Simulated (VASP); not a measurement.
Wanted: the native input for a VASP 6.6.1 run.

- Task: single point
- Functional: PBEsol
- Potentials or basis: VASP PAW PBE potentials, release 64 (Nb_sv)
- Cutoff: 520 eV
- k mesh: 20 × 20 × 20
- Occupations: gaussian, width 0.15 eV
- Spin: no spin polarisation
- Dipole correction: no
- Further INCAR settings: ALGO = Fast; EDIFF = 1e-06; NBANDS = 12

The structure of Nb lies in POSCAR:

```
Nb
1.0
    0.0000000000      2.1784500000      2.0515500000
    2.1784500000      0.0000000000      2.0515500000
    2.1784500000      2.1784500000      0.0000000000
Nb
1
Direct
    0.0000000000      0.0000000000      0.0000000000
```

This cell differs from its parent crystal: strain +0.030 along x and y, -0.030 along z.

One way to write it, as run:

INCAR

```
  PREC = Accurate
  ENCUT = 520
  EDIFF = 1E-6
  ISMEAR = 0
  SIGMA = 0.15
  LREAL = False
  LASPH = True
  NELM = 100
  ALGO = Fast
  ISIF = 2
  LWAVE = False
  LCHARG = False
  GGA = PS
  NBANDS = 12
```

KPOINTS

```
regular mesh
0
Gamma
  20 20 20
```

Potentials or basis: VASP PAW PBE potentials, release 64 (Nb_sv).

The run is started by

```bash
$ cat potpaw_PBE.64/Nb_sv/POTCAR > POTCAR
$ mpirun -np 1 vasp_std > vasp.out
```

It gave:

```yaml
Pressure: -11.8 GPa
```

Caveat: the cell differs from its parent crystal (strain +0.030 along x and y, -0.030 along z); the PAW data sets were made with another functional, which shifts forces and pressure a little.

Run time: 5.3 min on 1 thread of AMD EPYC 7R43 64-Core Processor (Zen 3) (shared host), peak memory 0.22 GiB.
